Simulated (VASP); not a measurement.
# Sc5S (P-6m2) in VASP: relaxation of cell and atoms with PBE

Aim: the relaxation of cell and atoms of Sc5S with PBE.

Everything below comes from runs of VASP 6.6.1. Logs are shortened: lines on timing, memory, paths and dates and some standing lists are left out, and cuts for length are marked.

## Step 1: The cell of the first run

Symmetry: P-6m2, No. 187, hexagonal system. Conventional cell: a = 3.395 Å, b = 3.395 Å, c = 13.829 Å, α = 90.00°, β = 90.00°, γ = 120.00°. Within 3.5 Å of Sc (site symmetry 3m) lie 3 S at 2.61 Å and 10 Sc at 3.28 to 3.44 Å. Within 4.4 Å of Sc (site symmetry 3m) lie 12 Sc at 3.23 to 3.39 Å and 1 S at 4.35 Å. Within 4.2 Å of Sc (site symmetry -6m2) lie 12 Sc at 3.23 to 3.39 Å. Within 3.4 Å of S (site symmetry -6m2) lie 6 Sc at 2.61 Å and 6 S at 3.39 Å.

## Step 2: Relaxation of cell and atoms, PBE

The input, INCAR:

```
ALGO     = Normal         # electronic algorithm
EDIFF    = 1E-7           # SCF threshold, eV
EDIFFG   = -0.01          # ionic threshold
ENCUT    = 600            # plane-wave cutoff, eV
GGA      = PE             # functional
IBRION   = 2              # ionic algorithm
ISIF     = 3              # what is computed and relaxed
ISMEAR   = 0              # smearing method
LASPH    = T              # aspherical terms in the spheres
LCHARG   = F              # write CHGCAR
LREAL    = F              # projectors in reciprocal space
LWAVE    = F              # write WAVECAR
NELM     = 60             # most SCF steps
NSW      = 100            # ionic steps
PREC     = Accurate       # precision mode
SIGMA    = 0.1            # smearing width, eV
```

The input, KPOINTS:

```
k-points
0
Gamma
  12 12 4
```

The input, POSCAR:

```
Sc5S
1.0
    3.3945999283      0.0000000000      0.0000000000
   -1.6972999641      2.9398097736      0.0000000000
    0.0000000000      0.0000000000     13.8288112050
Sc S
5 1
Direct
    0.3333333333      0.6666666667      0.8755743049
    0.3333333333      0.6666666667      0.1244256951
    0.0000000000      0.0000000000      0.3145148993
    0.3333333333      0.6666666667      0.5000000000
    0.0000000000      0.0000000000      0.6854851007
    0.0000000000      0.0000000000      0.0000000000
```

Potentials or basis: VASP PAW PBE potentials, release 64 (Sc_sv, S).

Started as:

```console
$ cat potpaw_PBE.64/Sc_sv/POTCAR potpaw_PBE.64/S/POTCAR > POTCAR
$ mpirun -np 1 vasp_std > vasp.out
```

OUTCAR:

```text
EDIFF = 1E-7
   EDIFFG = -0.01
   ENCUT = 600
   GGA = PE
   IBRION = 2
   ISIF = 3
   ISMEAR = 0
   LASPH = T
   LREAL = F
   NELM = 60
   NSW = 100
   PREC = Accurate

 ion  position               nearest neighbor table
   1  0.333  0.667  0.876-   6 2.61   6 2.61   6 2.61   5 3.28   5 3.28   5 3.28
   2  0.333  0.667  0.124-   6 2.61   6 2.61   6 2.61   3 3.28   3 3.28   3 3.28
   3  0.000  0.000  0.315-   4 3.23   4 3.23   4 3.23   2 3.28   2 3.28   2 3.28
   4  0.333  0.667  0.500-   3 3.23   5 3.23   3 3.23   5 3.23   3 3.23   5 3.23
   5  0.000  0.000  0.685-   4 3.23   4 3.23   4 3.23   1 3.28   1 3.28   1 3.28
   6  0.000  0.000  0.000-   1 2.61   2 2.61   1 2.61   2 2.61   1 2.61   2 2.61

  LATTYP: Found a hexagonal cell.
 ALAT       =     3.3945999283
 C/A-ratio  =     4.0737676006

  Lattice vectors:

 A1 = (   3.3945999283,   0.0000000000,   0.0000000000)
 A2 = (  -1.6972999641,   2.9398097736,   0.0000000000)
 A3 = (   0.0000000000,   0.0000000000,  13.8288112050)

Analysis of symmetry for initial positions (statically):
=====================================================================
 Subroutine PRICEL returns:
 Original cell was already a primitive cell.

 Routine SETGRP: Setting up the symmetry group for a
 hexagonal supercell.

 Subroutine GETGRP returns: Found 12 space group operations
 (whereof 12 operations were pure point group operations)
 out of a pool of 24 trial point group operations.

The static configuration has the point symmetry D_3h.

Analysis of symmetry for dynamics (positions and initial velocities):
=====================================================================
 Subroutine PRICEL returns:
 Original cell was already a primitive cell.

 Routine SETGRP: Setting up the symmetry group for a
 hexagonal supercell.

 Subroutine GETGRP returns: Found 12 space group operations
 (whereof 12 operations were pure point group operations)
 out of a pool of 24 trial point group operations.

The dynamic configuration has the point symmetry D_3h.

 Subroutine INISYM returns: Found 12 space group operations
 (whereof 12 operations are pure point group operations),
 and found     1 'primitive' translations

----------------------------------------------------------------------------------------

                                     Primitive cell

  volume of cell :     138.0043

  direct lattice vectors                    reciprocal lattice vectors
     3.394599928  0.000000000  0.000000000     0.294585524  0.170079032  0.000000000
    -1.697299964  2.939809774  0.000000000     0.000000000  0.340158064  0.000000000
     0.000000000  0.000000000 13.828811205     0.000000000  0.000000000  0.072312796

  length of vectors
     3.394599928  3.394599928 13.828811205     0.340158064  0.340158064  0.072312796

  position of ions in fractional coordinates (direct lattice)
     0.333333333  0.666666667  0.875574305
     0.333333333  0.666666667  0.124425695
     0.000000000  0.000000000  0.314514899
     0.333333333  0.666666667  0.500000000
     0.000000000  0.000000000  0.685485101
     0.000000000  0.000000000  0.000000000

  ion indices of the primitive-cell ions
   primitive index   ion index
                 1           1
                 2           2
                 3           3
                 4           4
                 5           5
                 6           6

----------------------------------------------------------------------------------------

 KPOINTS: k-points

Automatic generation of k-mesh.
 Grid dimensions read from file:
 generate k-points for:   12   12    4

 Generating k-lattice:

  Cartesian coordinates                     Fractional coordinates (reciprocal lattice)
     0.024548794  0.014173253  0.000000000     0.083333333  0.000000000  0.000000000
     0.000000000  0.028346505  0.000000000     0.000000000  0.083333333  0.000000000
     0.000000000  0.000000000  0.018078199     0.000000000  0.000000000  0.250000000

  Length of vectors
     0.028346505  0.028346505  0.018078199

  Shift w.r.t. Gamma in fractional coordinates (k-lattice)
     0.000000000  0.000000000  0.000000000

 Subroutine IBZKPT returns following result:
 ===========================================

 Found     57 irreducible k-points:

 Following reciprocal coordinates:
            Coordinates               Weight
  0.000000  0.000000  0.000000      1.000000
  0.083333 -0.000000  0.000000      6.000000
  0.166667 -0.000000  0.000000      6.000000
  0.250000 -0.000000  0.000000      6.000000
  0.333333 -0.000000  0.000000      6.000000
  0.416667 -0.000000  0.000000      6.000000
[... 16 lines left out ...]
  0.250000 -0.000000  0.250000     12.000000
  0.333333 -0.000000  0.250000     12.000000
 [... further k-points ...]
   k-points           NKPTS =     57   k-points in BZ     NKDIM =     57   number of bands    NBANDS=     36
   number of dos      NEDOS =    301   number of ions     NIONS =      6
   total plane-waves  NPLWV =  87808
   dimension x,y,z NGX =    28 NGY =   28 NGZ =  112
   dimension x,y,z NGXF=    56 NGYF=   56 NGZF=  224
   ions per type =               5   1
   NGX,Y,Z   is equivalent  to a cutoff of  13.71, 13.71, 13.46 a.u.
   NGXF,Y,Z  is equivalent  to a cutoff of  27.43, 27.43, 26.93 a.u.
 SYSTEM =  unknown system
   PREC   = accura    normal or accurate (medium, high low for compatibility)
   ISTART =      0    job   : 0-new  1-cont  2-samecut
   ICHARG =      2    charge: 1-file 2-atom 10-const
   ISPIN  =      1    spin polarized calculation?
   LNONCOLLINEAR =      F non collinear calculations
   LSORBIT =      F    spin-orbit coupling
   LASPH  =      T    aspherical Exc in radial PAW
   ENCUT  =  600.0 eV  44.10 Ry    6.64 a.u.   6.78  6.78 27.62*2*pi/ulx,y,z
   NELM   =     60;   NELMIN=  2; NELMDL= -5     # of ELM steps
   EDIFF  = 0.1E-06   stopping-criterion for ELM
   LREAL  =      F    real-space projection
   EDIFFG = -.1E-01   stopping-criterion for IOM
   NSW    =    100    number of steps for IOM
   IBRION =      2    ionic relax: 0-MD 1-quasi-New 2-CG
   NFREE  =      1    steps in history (QN), initial steepest desc. (CG)
   ISIF   =      3    stress and relaxation
   ISYM   =      2    0-nonsym 1-usesym 2-fastsym
   POTIM  = 0.5000    time-step for ionic-motion
   TEBEG  =    0.0;   TEEND  =   0.0 temperature during run
   PSTRESS=    0.0 pullay stress
   NELECT =      61.0000    total number of electrons
   NUPDOWN=      -1.0000    fix difference up-down
   EMIN   =  10.00;   EMAX   =-10.00  energy-range for DOS
   EFERMI =   0.00;   METHOD = LEGACY
   ISMEAR =     0;   SIGMA  =   0.10  broadening in eV -4-tet -1-fermi 0-gaus
   EFERMI_NEDOS =   21; number of points for ismear=-14 and -15
   IALGO  =     38    algorithm
   IMIX   =      4    mixing-type and parameters
     AMIX     =   0.40;   BMIX     =  1.00
     AMIX_MAG =   1.60;   BMIX_MAG =  1.00
  volume/ion in A,a.u.               =      23.00       155.22
  Fermi-wavevector in a.u.,A,eV,Ry     =   1.247060  2.356601 21.159205  1.555158
  Thomas-Fermi vector in A             =   2.381209
   LORBIT       =      0    0 simple, 1 ext, 2 COOP (PROOUT), +10 PAW based schemes
   GGA     = PE    functional components
   LHFCALC =     F    Hartree Fock is set to
   AEXX    =    0.0000 exact exchange contribution
   IVDW    =     0    specifies the selected vdW correction
   LEPSILON=     F    determine dielectric tensor
   LRPA    =     F    only Hartree local field effects (RPA)
 conjugate gradient relaxation of ions
 non-spin polarized calculation
 Gauss-broadening in eV      SIGMA  =   0.10
  energy-cutoff  :      600.00
  volume of cell :      138.00
 maximum number of plane-waves:      4628
 NGX is ok and might be reduce to    28
   NGX = 13   NGY = 13   NGZ = 55

--------------------------------------- Ionic step        1  -------------------------------------------

 number of electron      60.9999997 magnetization

 Free energy of the ion-electron system (eV)
  ---------------------------------------------------
  ext. energy  EPLUGINS =         0.00000000
  ---------------------------------------------------
  free energy    TOTEN  =       -38.75507336 eV

  energy without entropy =      -38.70383568  energy(sigma->0) =      -38.72945452

------------------------ aborting loop because EDIFF is reached ----------------------------------------

  FORCE on cell =-STRESS in cart. coord.  units (eV):
  Direction    XX          YY          ZZ          XY          YZ          ZX
  --------------------------------------------------------------------------------------
  -------------------------------------------------------------------------------------
  Total        0.0437806      0.0437806     -0.2803482      0.0000000      0.0000000      0.0000000
  in kB        0.5082758      0.5082758     -3.2547349      0.0000000      0.0000000      0.0000000
  external PRESSURE =      -0.7460611 kB  Pullay stress =       0.0000000 kB
[... 145 lines left out ...]
  energy  without entropy=      -38.7055912712  energy(sigma->0) =      -38.73089675

--------------------------------------- Ionic step        5  -------------------------------------------

 number of electron      60.9999995 magnetization

 E-fermi :   4.2833     XC(G=0):  -9.9977

 val. band max:        4.2807424653   @ k =   0.3333   0.2500   0.5000
 cond. band min:       4.2839935434   @ k =   0.3333   0.2500   0.2500
 fundamental gap:      0.0032510781
 Fermi energy:         4.2833397414

 k-point     1 :       0.0000    0.0000    0.0000
  band No.  band energies     occupation
      1     -45.3750      2.00000
      2     -45.3685      2.00000
      3     -45.2103      2.00000
      4     -45.2006      2.00000
      5     -45.1389      2.00000
      6     -24.1039      2.00000
[... 925 lines left out ...]
     35       5.4113      0.00000
     36       5.6784      0.00000

 [... further k-points ...]
[... 5 lines left out ...]
  --------------------------------------------------------------------------------------
  -------------------------------------------------------------------------------------
  Total       -0.0586334     -0.0586334     -0.0098364     -0.0000000      0.0000000      0.0000000
  in kB       -0.6815396     -0.6815396     -0.1143353     -0.0000000      0.0000000      0.0000000
  external PRESSURE =      -0.4924715 kB  Pullay stress =       0.0000000 kB
[... 145 lines left out ...]
  energy  without entropy=      -38.7057350828  energy(sigma->0) =      -38.73103026

--------------------------------------- Ionic step        9  -------------------------------------------

 number of electron      60.9999995 magnetization

 Free energy of the ion-electron system (eV)
  ---------------------------------------------------
  ext. energy  EPLUGINS =         0.00000000
  ---------------------------------------------------
  free energy    TOTEN  =       -38.75634907 eV

  energy without entropy =      -38.70579945  energy(sigma->0) =      -38.73107426

 E-fermi :   4.2904     XC(G=0): -10.0030

 val. band max:        4.2895149306   @ k =   0.3333   0.2500   0.5000
 cond. band min:       4.2923273224   @ k =   0.3333   0.2500   0.2500
 fundamental gap:      0.0028123918
 Fermi energy:         4.2904179619

 k-point     1 :       0.0000    0.0000    0.0000
  band No.  band energies     occupation
      1     -45.3678      2.00000
      2     -45.3615      2.00000
      3     -45.1981      2.00000
      4     -45.1886      2.00000
      5     -45.1228      2.00000
      6     -24.0960      2.00000
[... 925 lines left out ...]
     35       5.4180      0.00000
     36       5.6902      0.00000

 [... further k-points ...]
[... 5 lines left out ...]
  --------------------------------------------------------------------------------------
  -------------------------------------------------------------------------------------
  Total        0.0041523      0.0041523     -0.0062056      0.0000000     -0.0000000      0.0000000
  in kB        0.0483231      0.0483231     -0.0722192      0.0000000     -0.0000000      0.0000000
  external PRESSURE =       0.0081423 kB  Pullay stress =       0.0000000 kB
[... 21 lines left out ...]
  FREE ENERGIE OF THE ION-ELECTRON SYSTEM (eV)
  ---------------------------------------------------
  free  energy   TOTEN  =       -38.7563490705 eV

  energy  without entropy=      -38.7057994534  energy(sigma->0) =      -38.73107426

 reached required accuracy - stopping structural energy minimisation
```

Run time: 73 min. Hardware: 1 thread of Intel Xeon 8259CL, shared host; peak memory 0.48 GiB.

What came out:

| Quantity | Value |
| --- | --- |
| Free energy | -38.7563 eV |
| Relaxed volume | 22.95 Å³/atom |
| Relaxed cell | a = 3.397 Å, b = 3.397 Å, c = 13.774 Å, α = 90.00°, β = 90.00°, γ = 120.00° |
| Space group after relaxing (to 0.1 Å) | P-6m2 (No. 187) |
| Energy gained by relaxing | 0.2 meV/atom |
| Ionic steps | 9 |
| Pressure after relaxing | 0.0 GPa |
| Largest force after relaxing | 0.005 eV/Å |
| Band gap on the k mesh | zero (an odd number of electrons rules out a gap without spin polarisation) |

Forces in eV/Å, atoms in the order of the input:
```
Sc   0.000  0.000  0.005
Sc   0.000  0.000 -0.005
Sc   0.000  0.000  0.005
Sc   0.000  0.000  0.000
Sc   0.000  0.000 -0.005
S    0.000  0.000  0.000
```

The path:
```csv
step,energy change (eV),largest force (eV/Å),pressure (GPa),volume (Å³)
1,0.0000,0.0567,-0.07,138.00
2,-0.0007,0.0449,0.01,137.79
3,-0.0009,0.0346,0.09,137.60
4,-0.0011,0.0200,-0.04,137.82
5,-0.0011,0.0198,-0.05,137.84
6,-0.0012,0.0159,-0.02,137.75
7,-0.0012,0.0122,0.02,137.60
8,-0.0013,0.0104,0.01,137.64
9,-0.0013,0.0050,0.00,137.67
```

Final structure:
```
Sc S
1.0
     3.39725    0.00000    0.00000
    -1.69863    2.94210    0.00000
     0.00000    0.00000   13.77386
Sc S
5 1
Cartesian
  0.0000 1.9614 12.0493
  0.0000 1.9614 1.7245
  3.3972 0.0000 4.3393
  0.0000 1.9614 6.8869
  -1.6986 2.9421 9.4346
  3.3972 0.0000 0.0000
```
